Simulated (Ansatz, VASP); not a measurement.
**Mg6CrCd in VASP and in Ansatz**

Contents of INCAR:

```
PREC = Accurate
ENCUT = 520
EDIFF = 1E-6
ISMEAR = 0
SIGMA = 0.1
LREAL = False
LASPH = True
NELM = 100
ALGO = Fast
ISIF = 2
LWAVE = False
LCHARG = False
ISPIN = 2
MAGMOM = 0 3 0 0 0 0 0 0
LORBIT = 11
LMAXMIX = 4
```

Contents of KPOINTS:

```
Automatic mesh
0
Gamma
  6 5 5
```

The input POSCAR:

```
Mg6CrCd
5.0073
    0.999997004374      0.000000000000      0.000000000000
    0.000000000000      0.626190162363      1.087752980648
    0.000000000000     -0.626190162363      1.087752980648
Cd Cr Mg
1 1 6
Direct
    0.5000000000      0.6659480000      0.6659480000
    0.5000000000      0.1674780000      0.1674780000
    0.0000000000      0.8332740000      0.8332740000
    0.0000000000      0.3292100000      0.3292100000
    0.0000000000      0.3294580000      0.8413240000
    0.0000000000      0.8413240000      0.3294580000
    0.5000000000      0.1683370000      0.6649670000
    0.5000000000      0.6649670000      0.1683370000
```

Contents of input.yaml:

```yaml
crystal:
  lattice:
    - [5.007285, 0.0, 0.0]
    - [0.0, 3.135522, 5.4467055]
    - [0.0, -3.135522, 5.4467055]
  atoms:
    - { symbol: Cd, position: [0.5, 0.665948, 0.665948] }
    - { symbol: Cr, position: [0.5, 0.167478, 0.167478], spin: 3.0 }
    - { symbol: Mg, position: [0.0, 0.833274, 0.833274] }
    - { symbol: Mg, position: [0.0, 0.32921, 0.32921] }
    - { symbol: Mg, position: [0.0, 0.329458, 0.841324] }
    - { symbol: Mg, position: [0.0, 0.841324, 0.329458] }
    - { symbol: Mg, position: [0.5, 0.168337, 0.664967] }
    - { symbol: Mg, position: [0.5, 0.664967, 0.168337] }
hamiltonian:
  xc: lda
  pseudopotentials: { kind: paw }
magnetization:
  spin_polarized: true
kpoints:
  mp_grid: { grid: [6, 5, 5] }
scf:
  occupations: { method: gaussian, width: 0.1 }
output:
  forces: true
  stress: true
  eigenvalues: true
```

Alike in both runs: task single point; functional LDA; k mesh 6 × 5 × 5; occupations gaussian, width 0.1 eV; collinear spin, ferromagnetic start.

|  | VASP | Ansatz |
| --- | --- | --- |
| version | VASP 6.6.1 | Ansatz 0.2.0 |
| potentials or method | VASP PAW LDA potentials, release 64 (Cd, Cr_pv, Mg) | Ansatz PAW |
| plane-wave cutoff (eV) | 520 | 420 |
| valence electrons in the cell | 36 | 94 |

Ansatz gave:

```
gap on the k mesh at the Fermi level (eV)                     : none
pressure (GPa)                                                : -3.5
traceless stress, the component that is largest in VASP (GPa) : 0.07
rms of the force components (eV/Å)                            : 0.033
net moment per atom (μB)                                      : 0.54
size of the moment on the site where the two differ most (μB) : 3.79
```

What did VASP give for the same quantities?

gap on the k mesh at the Fermi level (eV): none; pressure (GPa): -4.0; traceless stress, the component that is largest in VASP (GPa): 0.15; rms of the force components (eV/Å): 0.035; net moment per atom (μB): 0.53; size of the moment on the site where the two differ most (μB): 3.62.

LDA's correlation is that of Perdew and Zunger in VASP and of Perdew and Wang (1992) in Ansatz. Site moments also hang on the region over which each program counts them. Atom by atom the forces differ by 0.003 eV/Å (rms over components). A gap of «none» marks a metal or a gap that the smearing closes. VASP's potentials hold 36 valence electrons a cell and Ansatz's 94, so a difference there can come from the potentials and not from the codes.
